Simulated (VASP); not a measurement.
# PtS2 (P-3m1) in VASP: settings compared

PtS2 is run at these levels: PBE, LDA; tasks: single point.

All numbers are computed with VASP 6.6.1; they aren't measurements. Logs are shortened: lines on timing, memory, paths and dates and some standing lists are left out, and cuts for length are marked.

### Step 1. The cell of the first run

It takes space group P-3m1 (No. 164, trigonal). The conventional cell has a = 3.553 Å, b = 3.553 Å, c = 5.123 Å, α = 90.00°, β = 90.00°, γ = 120.00°. Pt (site symmetry -3m) has 6 S at 2.39 Å within 3.2 Å. Within 3.2 Å of S (site symmetry 3m) lie 3 Pt at 2.39 Å and 3 S at 3.20 Å.

### Step 2. Single point, PBE

INCAR reads:

```
PREC     = Accurate       # precision mode
ENCUT    = 500            # plane-wave cutoff, eV
EDIFF    = 1E-6           # SCF threshold, eV
ISMEAR   = -1             # smearing method
SIGMA    = 0.02           # smearing width, eV
LREAL    = False          # projectors in reciprocal space
LASPH    = True           # aspherical terms in the spheres
NELM     = 120            # most SCF steps
ALGO     = Normal         # electronic algorithm
ISIF     = 2              # what is computed and relaxed
LWAVE    = False          # write WAVECAR
LCHARG   = True           # write CHGCAR
GGA      = PE             # functional
LELF     = True           # ELF
LVHAR    = True         
NBANDS   = 18             # bands
GGA_COMPAT= False
```

KPOINTS reads:

```
Automatic mesh
0
Gamma
  12 12 6
```

POSCAR reads:

```
PtS2
1.0
    3.5526240046      0.0000000000      0.0000000000
   -1.7763120023      3.0766626381      0.0000000000
    0.0000000000      0.0000000000      5.1228330609
Pt S
1 2
Direct
    0.0000000000      0.0000000000      0.0000000000
    0.3333333333      0.6666666667      0.2392541205
    0.6666666667      0.3333333333      0.7607458795
```

Potentials or basis: VASP PAW PBE potentials, release 64 (Pt, S).

Run with:

```sh
> cat potpaw_PBE.64/Pt/POTCAR potpaw_PBE.64/S/POTCAR > POTCAR
> mpirun -np 1 vasp_std > vasp.out
```

OUTCAR:

```text
PREC = Accurate
   ENCUT = 500
   EDIFF = 1E-6
   ISMEAR = -1
   LREAL = False
   LASPH = True
   NELM = 120
   ISIF = 2
   GGA = PE

 ion  position               nearest neighbor table
   1  0.000  0.000  0.000-   2 2.39   3 2.39   3 2.39   2 2.39   3 2.39   2 2.39
   2  0.333  0.667  0.239-   1 2.39   1 2.39   1 2.39
   3  0.667  0.333  0.761-   1 2.39   1 2.39   1 2.39

  LATTYP: Found a hexagonal cell.
 ALAT       =     3.5526240046
 C/A-ratio  =     1.4419857137

  Lattice vectors:

 A1 = (   3.5526240046,   0.0000000000,   0.0000000000)
 A2 = (  -1.7763120023,   3.0766626381,   0.0000000000)
 A3 = (   0.0000000000,   0.0000000000,   5.1228330609)

Analysis of symmetry for initial positions (statically):
=====================================================================
 Subroutine PRICEL returns:
 Original cell was already a primitive cell.

 Routine SETGRP: Setting up the symmetry group for a
 hexagonal supercell.

 Subroutine GETGRP returns: Found 12 space group operations
 (whereof 12 operations were pure point group operations)
 out of a pool of 24 trial point group operations.

The static configuration has the point symmetry D_3d.

Analysis of symmetry for dynamics (positions and initial velocities):
=====================================================================
 Subroutine PRICEL returns:
 Original cell was already a primitive cell.

 Routine SETGRP: Setting up the symmetry group for a
 hexagonal supercell.

 Subroutine GETGRP returns: Found 12 space group operations
 (whereof 12 operations were pure point group operations)
 out of a pool of 24 trial point group operations.

The dynamic configuration has the point symmetry D_3d.

 Subroutine INISYM returns: Found 12 space group operations
 (whereof 12 operations are pure point group operations),
 and found     1 'primitive' translations

----------------------------------------------------------------------------------------

                                     Primitive cell

  volume of cell :      55.9937

  direct lattice vectors                    reciprocal lattice vectors
     3.552624005  0.000000000  0.000000000     0.281482082  0.162513756  0.000000000
    -1.776312002  3.076662638  0.000000000     0.000000000  0.325027511  0.000000000
     0.000000000  0.000000000  5.122833061     0.000000000  0.000000000  0.195204487

  length of vectors
     3.552624005  3.552624005  5.122833061     0.325027511  0.325027511  0.195204487

  position of ions in fractional coordinates (direct lattice)
     0.000000000  0.000000000  0.000000000
     0.333333333  0.666666667  0.239254121
     0.666666667  0.333333333  0.760745880

  ion indices of the primitive-cell ions
   primitive index   ion index
                 1           1
                 2           2
                 3           3

----------------------------------------------------------------------------------------

 KPOINTS: Automatic mesh

Automatic generation of k-mesh.
 Grid dimensions read from file:
 generate k-points for:   12   12    6

 Generating k-lattice:

  Cartesian coordinates                     Fractional coordinates (reciprocal lattice)
     0.023456840  0.013542813  0.000000000     0.083333333  0.000000000  0.000000000
     0.000000000  0.027085626  0.000000000     0.000000000  0.083333333  0.000000000
     0.000000000  0.000000000  0.032534081     0.000000000  0.000000000  0.166666667

  Length of vectors
     0.027085626  0.027085626  0.032534081

  Shift w.r.t. Gamma in fractional coordinates (k-lattice)
     0.000000000  0.000000000  0.000000000

 Subroutine IBZKPT returns following result:
 ===========================================

 Found    100 irreducible k-points:

 Following reciprocal coordinates:
            Coordinates               Weight
  0.000000  0.000000  0.000000      1.000000
  0.083333  0.000000  0.000000      6.000000
  0.166667  0.000000  0.000000      6.000000
  0.250000  0.000000  0.000000      6.000000
  0.333333  0.000000  0.000000      6.000000
  0.416667  0.000000  0.000000      6.000000
[... 16 lines left out ...]
  0.166667  0.000000  0.166667      6.000000
  0.000000  0.166667  0.166667      6.000000
 [... further k-points ...]
   k-points           NKPTS =    100   k-points in BZ     NKDIM =    100   number of bands    NBANDS=     18
   number of dos      NEDOS =    301   number of ions     NIONS =      3
   total plane-waves  NPLWV =  31360
   dimension x,y,z NGX =    28 NGY =   28 NGZ =   40
   dimension x,y,z NGXF=    56 NGYF=   56 NGZF=   80
   ions per type =               1   2
   NGX,Y,Z   is equivalent  to a cutoff of  13.10, 13.10, 12.98 a.u.
   NGXF,Y,Z  is equivalent  to a cutoff of  26.21, 26.21, 25.96 a.u.
 SYSTEM =  unknown system
   PREC   = accura    normal or accurate (medium, high low for compatibility)
   ISTART =      0    job   : 0-new  1-cont  2-samecut
   ICHARG =      2    charge: 1-file 2-atom 10-const
   ISPIN  =      1    spin polarized calculation?
   LNONCOLLINEAR =      F non collinear calculations
   LSORBIT =      F    spin-orbit coupling
   LASPH  =      T    aspherical Exc in radial PAW
   ENCUT  =  500.0 eV  36.75 Ry    6.06 a.u.   6.48  6.48  9.34*2*pi/ulx,y,z
   NELM   =    120;   NELMIN=  2; NELMDL= -5     # of ELM steps
   EDIFF  = 0.1E-05   stopping-criterion for ELM
   LREAL  =      F    real-space projection
[... 7 lines left out ...]
   TEBEG  =    0.0;   TEEND  =   0.0 temperature during run
   PSTRESS=    0.0 pullay stress
   NELECT =      22.0000    total number of electrons
   NUPDOWN=      -1.0000    fix difference up-down
   EMIN   =  10.00;   EMAX   =-10.00  energy-range for DOS
   EFERMI =   0.00;   METHOD = LEGACY
   ISMEAR =    -1;   SIGMA  =   0.02  broadening in eV -4-tet -1-fermi 0-gaus
   EFERMI_NEDOS =   21; number of points for ismear=-14 and -15
   IALGO  =     38    algorithm
   IMIX   =      4    mixing-type and parameters
     AMIX     =   0.40;   BMIX     =  1.00
     AMIX_MAG =   1.60;   BMIX_MAG =  1.00
  volume/ion in A,a.u.               =      18.66       125.95
  Fermi-wavevector in a.u.,A,eV,Ry     =   1.199046  2.265869 19.561259  1.437712
  Thomas-Fermi vector in A             =   2.334919
   LORBIT       =      0    0 simple, 1 ext, 2 COOP (PROOUT), +10 PAW based schemes
   GGA     = PE    functional components
   LHFCALC =     F    Hartree Fock is set to
   AEXX    =    0.0000 exact exchange contribution
   IVDW    =     0    specifies the selected vdW correction
   LEPSILON=     F    determine dielectric tensor
   LRPA    =     F    only Hartree local field effects (RPA)
 non-spin polarized calculation
  energy-cutoff  :      500.00
  volume of cell :       55.99
 maximum number of plane-waves:      1459
 NGX is ok and might be reduce to    28
   NGX = 13   NGY = 13   NGZ = 19

 number of electron      21.9999996 magnetization

 Free energy of the ion-electron system (eV)
  ---------------------------------------------------
  ext. energy  EPLUGINS =         0.00000000
  ---------------------------------------------------
  free energy    TOTEN  =       -15.39633038 eV

  energy without entropy =      -15.39633038  energy(sigma->0) =      -15.39633038

 E-fermi :   6.8011     XC(G=0): -10.5246

 val. band max:        6.4423148304   @ k =   0.0000   0.1667   0.1667
 cond. band min:       7.1547595691   @ k =   0.0000   0.2500   0.3333
 fundamental gap:      0.7124447387
 Fermi energy:         6.8011341737

 k-point     1 :       0.0000    0.0000    0.0000
  band No.  band energies     occupation
      1      -8.6843      2.00000
      2      -5.8775      2.00000
      3      -0.3526      2.00000
      4      -0.0140      2.00000
      5      -0.0140      2.00000
      6       2.7257      2.00000
[... 10 lines left out ...]
     17      14.5241      0.00000
     18      18.8258      0.00000

 k-point     2 :       0.0833    0.0000    0.0000
  band No.  band energies     occupation
      1      -8.5964      2.00000
      2      -5.9177      2.00000
      3      -0.2595      2.00000
      4       0.0424      2.00000
      5       0.0434      2.00000
      6       2.5958      2.00000
[... 10 lines left out ...]
     17      14.8017      0.00000
     18      17.8728      0.00000

 k-point     3 :       0.1667    0.0000    0.0000
  band No.  band energies     occupation
      1      -8.3424      2.00000
      2      -6.0264      2.00000
      3      -0.0122      2.00000
      4       0.1955      2.00000
      5       0.2307      2.00000
      6       2.1550      2.00000
[... 10 lines left out ...]
     17      15.4732      0.00000
     18      16.4488      0.00000

 k-point     4 :       0.2500    0.0000    0.0000
  band No.  band energies     occupation
      1      -7.9538      2.00000
      2      -6.1740      2.00000
      3       0.2212      2.00000
      4       0.3926      2.00000
      5       0.6346      2.00000
      6       1.4428      2.00000
[... 375 lines left out ...]
      4       0.0391      2.00000
      5       0.2032      2.00000
      6       2.5737      2.00000
[... 10 lines left out ...]
     17      14.9485      0.00000
     18      17.1334      0.00000

 k-point    23 :       0.1667    0.0000    0.1667
  band No.  band energies     occupation
      1      -8.2677      2.00000
      2      -6.1809      2.00000
      3      -0.0162      2.00000
      4       0.2164      2.00000
      5       0.4378      2.00000
      6       2.1923      2.00000
[... 10 lines left out ...]
     17      15.0710      0.00000
     18      16.1726      0.00000

 k-point    24 :       0.0000    0.1667    0.1667
  band No.  band energies     occupation
      1      -8.2756      2.00000
      2      -6.1577      2.00000
      3      -0.1503      2.00000
      4       0.1801      2.00000
      5       0.5665      2.00000
      6       2.0803      2.00000
[... 10 lines left out ...]
     17      15.8398      0.00000
     18      15.8434      0.00000

 [... further k-points ...]

------------------------ aborting loop because EDIFF is reached ----------------------------------------

  FORCE on cell =-STRESS in cart. coord.  units (eV):
  Direction    XX          YY          ZZ          XY          YZ          ZX
  --------------------------------------------------------------------------------------
  -------------------------------------------------------------------------------------
  Total        1.2684467      1.2684467      0.8061020      0.0000000      0.0000000      0.0000000
  in kB       36.2947221     36.2947221     23.0654139      0.0000000      0.0000000      0.0000000
  external PRESSURE =      31.8849527 kB  Pullay stress =       0.0000000 kB

 VOLUME and BASIS-vectors are now :
 -----------------------------------------------------------------------------
  energy-cutoff  :      500.00
  volume of cell :       55.99
      direct lattice vectors                 reciprocal lattice vectors
     3.552624005  0.000000000  0.000000000     0.281482082  0.162513756  0.000000000
    -1.776312002  3.076662638  0.000000000     0.000000000  0.325027511  0.000000000
     0.000000000  0.000000000  5.122833061     0.000000000  0.000000000  0.195204487

 POSITION                                       TOTAL-FORCE (eV/Angst)
 -----------------------------------------------------------------------------------
      0.00000      0.00000      0.00000         0.000000     -0.000000      0.000000
     -0.00000      2.05111      1.22566        -0.000000      0.000000      0.026154
      1.77631      1.02555      3.89717         0.000000     -0.000000     -0.026154
 -----------------------------------------------------------------------------------
    total drift:                               -0.000000     -0.000000     -0.000000

  FREE ENERGIE OF THE ION-ELECTRON SYSTEM (eV)
  ---------------------------------------------------
  free  energy   TOTEN  =       -15.3963303832 eV

  energy  without entropy=      -15.3963303830  energy(sigma->0) =      -15.39633038
```

Wall time 34 s (1 thread of Intel Xeon 6975P-C (Granite Rapids), shared host); peak memory 0.24 GiB.

What came out:

```
Free energy            : -15.3963 eV
Pressure               : 3.2 GPa
Largest force          : 0.026 eV/Å
Band gap on the k mesh : 0.71 eV (least direct gap 0.97 eV)
```

Forces in eV/Å, atoms in the order of the input:
```
Pt   0.000  0.000  0.000
S    0.000  0.000  0.026
S    0.000  0.000 -0.026
```

Stress tensor (GPa, compression positive):
```
3.63 0.00 0.00
0.00 3.63 0.00
0.00 0.00 2.31
```

Caveat: the cell stands under pressure; spin-orbit coupling is left out, which moves the levels of the heavy elements.

### Step 3. Single point, LDA

INCAR reads:

```
ALGO = Normal ; EDIFF = 1E-6
ENCUT = 500 ; GGA_COMPAT = False
ISIF = 2 ; ISMEAR = 0
LASPH = True ; LCHARG = False
LREAL = False ; LWAVE = False
NBANDS = 18 ; NELM = 120
PREC = Accurate ; SIGMA = 0.01
```

KPOINTS reads:

```
k-points
0
Gamma
  12 12 6
```

POSCAR is that of step 2.

Potentials or basis: VASP PAW LDA potentials, release 64 (Pt, S).

Run with:

```sh
> cat potpaw_LDA.64/Pt/POTCAR potpaw_LDA.64/S/POTCAR > POTCAR
> mpirun -np 1 vasp_std > vasp.out
```

Run time: 30 s. Hardware: 1 thread of Intel Xeon 6975P-C (Granite Rapids), shared host; peak memory 0.22 GiB.

It converged, with:

- Free energy: -18.1473 eV
- Pressure: -4.1 GPa
- Largest force: 0.339 eV/Å
- Band gap on the k mesh: 0.60 eV (least direct gap 0.88 eV)

Forces on the atoms (eV/Å):
```
Pt   0.000  0.000  0.000
S    0.000  0.000 -0.339
S    0.000  0.000  0.339
```

Stress tensor (GPa, compression positive):
```
-3.85  0.00  0.00
 0.00 -3.85  0.00
 0.00  0.00 -4.53
```

Levels at points of the mesh, in eV from the valence-band top:
| k point | band 8 | band 9 | band 10 | band 11 | band 12 | band 13 | band 14 | band 15 |
| --- | --- | --- | --- | --- | --- | --- | --- | --- |
| (0.00, 0.00, 0.00) | -2.01 | -1.05 | -1.05 | -0.04 | 2.07 | 2.07 | 4.58 | 5.16 |
| (0.50, 0.00, 0.00) | -3.13 | -3.06 | -2.97 | -2.44 | 1.45 | 2.52 | 5.32 | 6.27 |
| (0.00, 0.00, 0.50) | -2.67 | -1.28 | -1.28 | -1.11 | 2.59 | 2.59 | 5.40 | 6.88 |
| (0.50, 0.00, 0.50) | -3.08 | -2.73 | -2.70 | -1.43 | 1.69 | 2.13 | 4.95 | 5.23 |

Caveat: the cell stands under tension; spin-orbit coupling is left out, which moves the levels of the heavy elements.
